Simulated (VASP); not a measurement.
A run of VASP 6.6.1:

File INCAR:

```
SYSTEM = NbTe
PREC = Accurate
ENCUT = 520
EDIFF = 1E-6
ISMEAR = -1
SIGMA = 0.05
LREAL = .FALSE.
LASPH = .TRUE.
NELM = 80
ALGO = Normal
ISIF = 2
LWAVE = .FALSE.
LCHARG = .TRUE.
GGA = PS
LELF = .TRUE.
LVHAR = .TRUE.
NBANDS = 16
```

KPOINTS

```
regular mesh
0
G
  8 8 7
  0 0 0
```

POSCAR

```
NbTe
1.0
    3.6298762600      0.0000000000      0.0000000000
   -1.8149381300      3.1435650538      0.0000000000
    0.0000000000      0.0000000000      3.6739123223
Te Nb
1 1
Direct
    0.6666666667      0.3333333333      0.0000000000
    0.0000000000      0.0000000000      0.5000000000
```

Potentials or basis: VASP PAW PBE potentials, release 64 (Te, Nb_sv).

Command:

```console
$ cat potpaw_PBE.64/Te/POTCAR potpaw_PBE.64/Nb_sv/POTCAR > POTCAR
$ mpirun -np 1 vasp_std > vasp.out
```

Hardware: 1 thread of Intel(R) Xeon(R) Platinum 8488C (Sapphire Rapids), with other jobs on the host.

Problem. How long does it take, and how much memory?

Solution. Wall time 14 s on 1 thread of Intel(R) Xeon(R) Platinum 8488C (Sapphire Rapids), on a shared host, peak memory 0.17 GiB. Counts: scf iterations 12, k points 40.
